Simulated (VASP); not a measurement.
# C33O2 in VASP: single point with PBE

Aim: the single point of C33O2 with PBE.

All numbers are computed with VASP 6.6.1; they aren't measurements. Logs are shortened: lines on timing, memory, paths and dates and some standing lists are left out, and cuts for length are marked.

## 1. The cell of the first run

The cell holds a slab with vacuum, 35 atoms: a = 9.864 Å, b = 9.864 Å, c = 12.000 Å, α = 90.00°, β = 90.00°, γ = 120.00°.

## 2. Single point, PBE

File INCAR:

```
PREC = Accurate
ENCUT = 520
EDIFF = 1E-6
ISMEAR = -1
SIGMA = 0.02
LREAL = Auto
LASPH = T
NELM = 100
ALGO = Normal
ISIF = 2
LWAVE = F
LCHARG = T
GGA = PE
LELF = T
LVHAR = T
NBANDS = 95
```

File KPOINTS:

```
regular mesh
0
Gamma
  2 2 1
```

File POSCAR:

```
C33O2
1.0
    9.8640000000      0.0000000000      0.0000000000
   -4.9320000000      8.5424750000      0.0000000000
    0.0000000000      0.0000000000     12.0000000000
C O
33 2
Direct
   -0.0018138041     -0.0002155286      0.0700169703
    0.1648423709      0.0831299787      0.0700151805
   -0.0018074831      0.2498012934      0.0699721711
    0.1648584708      0.3331295964      0.0699942928
   -0.0018258569      0.4998167304      0.0700134984
    0.1648429652      0.5831323915      0.0700129887
   -0.0018290197      0.7497970685      0.0700094420
    0.1648363556      0.8331337427      0.0700005811
    0.2481695375     -0.0002011567      0.0699945708
    0.4148258839      0.0831247761      0.0699554320
    0.2481669807      0.2497881821      0.0700067869
    0.4148221353      0.3331132540      0.0699900155
    0.2481659470      0.4997837303      0.0700002123
    0.4148253296      0.5831150394      0.0699983214
    0.2481678888      0.7497998489      0.0699979381
    0.4148278498      0.8331321007      0.0699645464
    0.4981405494     -0.0002116629      0.0699146726
    0.6647894162      0.0831167454      0.0698721672
    0.4981484704      0.2497819762      0.0699588255
    0.6648010370      0.3331178639      0.0699333333
    0.4981511568      0.4997769862      0.0699924954
    0.6648152959      0.5831101921      0.0699959286
    0.4981435883      0.7497792078      0.0699856389
    0.6648063091      0.8330971644      0.0699951396
    0.7481378222     -0.0002177765      0.0699455625
    0.9148397956      0.0831143723      0.0699800678
    0.7481219737      0.2497794453      0.0698864473
    0.9148175033      0.3331255419      0.0699610321
    0.7481475513      0.4997786730      0.0699749823
    0.9148223790      0.5831308043      0.0700004276
    0.7481573262      0.7497792565      0.0700052534
    0.9148344673      0.8331240784      0.0700086163
    0.8614414004      0.1784270519      0.3904377874
    0.7328926350      0.1550402571      0.3867334006
    0.9899777716      0.2018101749      0.3943074733
```

Potentials or basis: VASP PAW PBE potentials, release 64 (C, O).

Started as:

```
$ cat potpaw_PBE.64/C/POTCAR potpaw_PBE.64/O/POTCAR > POTCAR
$ mpirun -np 1 vasp_std > vasp.out
```

OUTCAR:

```text
PREC = Accurate
   ENCUT = 520
   EDIFF = 1E-6
   ISMEAR = -1
   LREAL = Auto
   LASPH = T
   NELM = 100
   ISIF = 2
   GGA = PE

 ion  position               nearest neighbor table
   1  0.998  1.000  0.070-   2 1.42  32 1.42  26 1.42
   2  0.165  0.083  0.070-   1 1.42  11 1.42   9 1.42
   3  0.998  0.250  0.070-   4 1.42  26 1.42  28 1.42
   4  0.165  0.333  0.070-  11 1.42  13 1.42   3 1.42
   5  0.998  0.500  0.070-  30 1.42   6 1.42  28 1.42
   6  0.165  0.583  0.070-  15 1.42   5 1.42  13 1.42
[... 24 lines left out ...]
  31  0.748  0.750  0.070-  24 1.42  22 1.42  32 1.42
  32  0.915  0.833  0.070-   1 1.42   7 1.42  31 1.42
  33  0.861  0.178  0.390-  35 1.17  34 1.17
  34  0.733  0.155  0.387-  33 1.17
  35  0.990  0.202  0.394-  33 1.17

  LATTYP: Found a hexagonal cell.
 ALAT       =     9.8640000000
 C/A-ratio  =     1.2165450122

  Lattice vectors:

 A1 = (   9.8640000000,   0.0000000000,   0.0000000000)
 A2 = (  -4.9320000000,   8.5424750000,   0.0000000000)
 A3 = (   0.0000000000,   0.0000000000,  12.0000000000)

Analysis of symmetry for initial positions (statically):
=====================================================================
 Subroutine PRICEL returns:
 Original cell was already a primitive cell.

 Routine SETGRP: Setting up the symmetry group for a
 hexagonal supercell.

 Subroutine GETGRP returns: Found  1 space group operations
 (whereof  1 operations were pure point group operations)
 out of a pool of 24 trial point group operations.

The static configuration has the point symmetry C_1 .

Analysis of symmetry for dynamics (positions and initial velocities):
=====================================================================
 Subroutine PRICEL returns:
 Original cell was already a primitive cell.

 Routine SETGRP: Setting up the symmetry group for a
 hexagonal supercell.

 Subroutine GETGRP returns: Found  1 space group operations
 (whereof  1 operations were pure point group operations)
 out of a pool of 24 trial point group operations.

The dynamic configuration has the point symmetry C_1 .

 Subroutine INISYM returns: Found  1 space group operations
 (whereof  1 operations are pure point group operations),
 and found     1 'primitive' translations

----------------------------------------------------------------------------------------

                                     Primitive cell

  volume of cell :    1011.1557

  direct lattice vectors                    reciprocal lattice vectors
     9.864000000  0.000000000  0.000000000     0.101378751  0.058531046  0.000000000
    -4.932000000  8.542475000  0.000000000     0.000000000  0.117062093  0.000000000
     0.000000000  0.000000000 12.000000000     0.000000000  0.000000000  0.083333333

  length of vectors
     9.864000000  9.864000361 12.000000000     0.117062097  0.117062093  0.083333333

  position of ions in fractional coordinates (direct lattice)
     0.998186196  0.999784471  0.070016970
     0.164842371  0.083129979  0.070015181
     0.998192517  0.249801293  0.069972171
     0.164858471  0.333129596  0.069994293
     0.998174143  0.499816730  0.070013498
     0.164842965  0.583132392  0.070012989
[... 27 lines left out ...]
     0.732892635  0.155040257  0.386733401
     0.989977772  0.201810175  0.394307473

  ion indices of the primitive-cell ions
   primitive index   ion index
                 1           1
                 2           2
                 3           3
                 4           4
                 5           5
                 6           6
[... 27 lines left out ...]
                34          34
                35          35

----------------------------------------------------------------------------------------

 KPOINTS: regular mesh

Automatic generation of k-mesh.
 Grid dimensions read from file:
 generate k-points for:    2    2    1

 Generating k-lattice:

  Cartesian coordinates                     Fractional coordinates (reciprocal lattice)
     0.050689376  0.029265523  0.000000000     0.500000000  0.000000000  0.000000000
     0.000000000  0.058531046  0.000000000     0.000000000  0.500000000  0.000000000
     0.000000000  0.000000000  0.083333333     0.000000000  0.000000000  1.000000000

  Length of vectors
     0.058531048  0.058531046  0.083333333

  Shift w.r.t. Gamma in fractional coordinates (k-lattice)
     0.000000000  0.000000000  0.000000000

 Subroutine IBZKPT returns following result:
 ===========================================

 Found      4 irreducible k-points:

 Following reciprocal coordinates:
            Coordinates               Weight
  0.000000  0.000000  0.000000      1.000000
  0.500000 -0.000000  0.000000      1.000000
  0.000000  0.500000  0.000000      1.000000
  0.500000  0.500000  0.000000      1.000000
   k-points           NKPTS =      4   k-points in BZ     NKDIM =      4   number of bands    NBANDS=     95
   number of dos      NEDOS =    301   number of ions     NIONS =     35
   total plane-waves  NPLWV = 576000
   dimension x,y,z NGX =    80 NGY =   80 NGZ =   90
   dimension x,y,z NGXF=   160 NGYF=  160 NGZF=  180
   ions per type =              33   2
   NGX,Y,Z   is equivalent  to a cutoff of  13.48, 13.48, 12.47 a.u.
   NGXF,Y,Z  is equivalent  to a cutoff of  26.97, 26.97, 24.94 a.u.
 SYSTEM =  unknown system
   PREC   = accura    normal or accurate (medium, high low for compatibility)
   ISTART =      0    job   : 0-new  1-cont  2-samecut
   ICHARG =      2    charge: 1-file 2-atom 10-const
   ISPIN  =      1    spin polarized calculation?
   LNONCOLLINEAR =      F non collinear calculations
   LSORBIT =      F    spin-orbit coupling
   LASPH  =      T    aspherical Exc in radial PAW
   ENCUT  =  520.0 eV  38.22 Ry    6.18 a.u.  18.34 18.34 22.31*2*pi/ulx,y,z
   NELM   =    100;   NELMIN=  2; NELMDL= -5     # of ELM steps
   EDIFF  = 0.1E-05   stopping-criterion for ELM
   LREAL  =      T    real-space projection
   EDIFFG = 0.1E-04   stopping-criterion for IOM
   NSW    =      0    number of steps for IOM
[... 5 lines left out ...]
   TEBEG  =    0.0;   TEEND  =   0.0 temperature during run
   PSTRESS=    0.0 pullay stress
   NELECT =     144.0000    total number of electrons
   NUPDOWN=      -1.0000    fix difference up-down
   EMIN   =  10.00;   EMAX   =-10.00  energy-range for DOS
   EFERMI =   0.00;   METHOD = LEGACY
   ISMEAR =    -1;   SIGMA  =   0.02  broadening in eV -4-tet -1-fermi 0-gaus
   EFERMI_NEDOS =   21; number of points for ismear=-14 and -15
   IALGO  =     38    algorithm
   IMIX   =      4    mixing-type and parameters
     AMIX     =   0.40;   BMIX     =  1.00
     AMIX_MAG =   1.60;   BMIX_MAG =  1.00
  volume/ion in A,a.u.               =      28.89       194.96
  Fermi-wavevector in a.u.,A,eV,Ry     =   0.854915  1.615555  9.944224  0.730880
  Thomas-Fermi vector in A             =   1.971584
   LORBIT       =      0    0 simple, 1 ext, 2 COOP (PROOUT), +10 PAW based schemes
   GGA     = PE    functional components
   LHFCALC =     F    Hartree Fock is set to
   AEXX    =    0.0000 exact exchange contribution
   IVDW    =     0    specifies the selected vdW correction
   LEPSILON=     F    determine dielectric tensor
   LRPA    =     F    only Hartree local field effects (RPA)
 non-spin polarized calculation
  energy-cutoff  :      520.00
  volume of cell :     1011.16
 maximum number of plane-waves:     27273
 NGX is ok and might be reduce to    80
   NGX = 37   NGY = 37   NGZ = 45

 number of electron     144.0000001 magnetization

 Free energy of the ion-electron system (eV)
  ---------------------------------------------------
  ext. energy  EPLUGINS =         0.00000000
  ---------------------------------------------------
  free energy    TOTEN  =      -318.20978002 eV

  energy without entropy =     -318.20978002  energy(sigma->0) =     -318.20978002

 E-fermi :  -2.0699     XC(G=0):  -4.0591

 val. band max:       -2.5529333472   @ k =   0.0000   0.5000   0.0000
 cond. band min:      -0.5871551118   @ k =   0.0000   0.5000   0.0000
 fundamental gap:      1.9657782355
 Fermi energy:        -2.0699339112

 k-point     1 :       0.0000    0.0000    0.0000
  band No.  band energies     occupation
      1     -26.4830      2.00000
      2     -25.4736      2.00000
      3     -21.0554      2.00000
      4     -19.5959      2.00000
      5     -19.5943      2.00000
      6     -19.5895      2.00000
[... 76 lines left out ...]
     83       2.2184      0.00000
     84       2.2214      0.00000

 k-point     2 :       0.5000   -0.0000    0.0000
  band No.  band energies     occupation
      1     -26.4830      2.00000
      2     -25.4736      2.00000
      3     -20.6904      2.00000
      4     -20.6831      2.00000
      5     -19.9543      2.00000
      6     -19.9540      2.00000
[... 76 lines left out ...]
     83       2.2597      0.00000
     84       2.2959      0.00000

 k-point     3 :       0.0000    0.5000    0.0000
  band No.  band energies     occupation
      1     -26.4830      2.00000
      2     -25.4736      2.00000
      3     -20.6869      2.00000
      4     -20.6866      2.00000
      5     -19.9552      2.00000
      6     -19.9529      2.00000
[... 76 lines left out ...]
     83       2.2545      0.00000
     84       2.2550      0.00000

 k-point     4 :       0.5000    0.5000    0.0000
  band No.  band energies     occupation
      1     -26.4830      2.00000
      2     -25.4736      2.00000
      3     -20.6892      2.00000
      4     -20.6843      2.00000
      5     -19.9546      2.00000
      6     -19.9536      2.00000
[... 76 lines left out ...]
     83       2.2589      0.00000
     84       2.2826      0.00000
 [bands above 84 left out]

------------------------ aborting loop because EDIFF is reached ----------------------------------------

  FORCE on cell =-STRESS in cart. coord.  units (eV):
  Direction    XX          YY          ZZ          XY          YZ          ZX
  --------------------------------------------------------------------------------------
  -------------------------------------------------------------------------------------
  Total        2.9696847      1.7038126     -0.2422158      0.2550223      0.0364874      0.1401293
  in kB        4.7054688      2.6996931     -0.3837911      0.4040832      0.0578144      0.2220351
  external PRESSURE =       2.3404569 kB  Pullay stress =       0.0000000 kB

 VOLUME and BASIS-vectors are now :
 -----------------------------------------------------------------------------
  energy-cutoff  :      520.00
  volume of cell :     1011.16
      direct lattice vectors                 reciprocal lattice vectors
     9.864000000  0.000000000  0.000000000     0.101378751  0.058531046  0.000000000
    -4.932000000  8.542475000  0.000000000     0.000000000  0.117062093  0.000000000
     0.000000000  0.000000000 12.000000000     0.000000000  0.000000000  0.083333333

 POSITION                                       TOTAL-FORCE (eV/Angst)
 -----------------------------------------------------------------------------------
      4.91517      8.54063      0.84020        -0.001671      0.000883      0.000769
      1.21601      0.71014      0.84018         0.000141      0.000137      0.000299
      8.61415      2.13392      0.83967        -0.001600      0.000876     -0.000629
     -0.01683      2.84575      0.83993        -0.000296     -0.000273      0.000598
      7.38089      4.26967      0.84016        -0.000711      0.000168      0.000063
     -1.25000      4.98139      0.84016        -0.000165      0.000289      0.000238
[... 27 lines left out ...]
      6.46459      1.32443      4.64080        -0.609253     -0.104247     -0.028452
      8.76981      1.72396      4.73169         0.620733      0.109570      0.022907
 -----------------------------------------------------------------------------------
    total drift:                               -0.173727     -0.081925      0.035534

  FREE ENERGIE OF THE ION-ELECTRON SYSTEM (eV)
  ---------------------------------------------------
  free  energy   TOTEN  =      -318.2097800153 eV

  energy  without entropy=     -318.2097800153  energy(sigma->0) =     -318.20978002
```

Run time: 32 min. Hardware: 1 thread of Intel Xeon 8259CL, shared host; peak memory 1.1 GiB.

What came out:

* Free energy: -318.2098 eV
* Largest force: 0.631 eV/Å
* Band gap on the k mesh: 1.97 eV

Forces on the atoms (eV/Å):
```
C   -0.002  0.001  0.001
C    0.000  0.000  0.000
C   -0.002  0.001 -0.001
C    0.000  0.000  0.001
C   -0.001  0.000  0.000
C    0.000  0.000  0.000
C   -0.001  0.000  0.001
C    0.000 -0.001  0.001
C   -0.001  0.000  0.000
C    0.001 -0.001  0.000
C   -0.001  0.000  0.000
C    0.000 -0.001  0.000
C   -0.001  0.000  0.000
C   -0.001  0.000  0.000
C   -0.001  0.000  0.000
C    0.001 -0.002  0.000
C   -0.002  0.000  0.000
C    0.002 -0.001  0.000
C   -0.002  0.000  0.000
C    0.003 -0.001  0.001
C   -0.001  0.000  0.000
C    0.000 -0.001  0.000
C   -0.001  0.000  0.000
C    0.000  0.001  0.000
C   -0.002  0.000 -0.001
C    0.000 -0.001  0.000
C   -0.003  0.000  0.000
C    0.001 -0.002  0.001
C   -0.002  0.000  0.000
C    0.002 -0.002  0.000
C    0.000  0.000  0.000
C    0.000 -0.001  0.000
C    0.002  0.004  0.001
O   -0.609 -0.104 -0.028
O    0.621  0.110  0.023
```

Levels at points of the mesh, in eV from the valence-band top:
```tsv
k point	band 70	band 71	band 72	band 73	band 74	band 75
(0.00, 0.00, 0.00)	-1.34	-1.34	-1.34	2.69	2.70	2.70
(0.50, 0.00, 0.00)	-1.54	0.00	0.00	1.97	1.97	3.24
(0.00, 0.50, 0.00)	-1.54	-0.01	0.00	1.97	1.97	3.25
(0.50, 0.50, 0.00)	-1.54	0.00	0.00	1.97	1.97	3.24
```
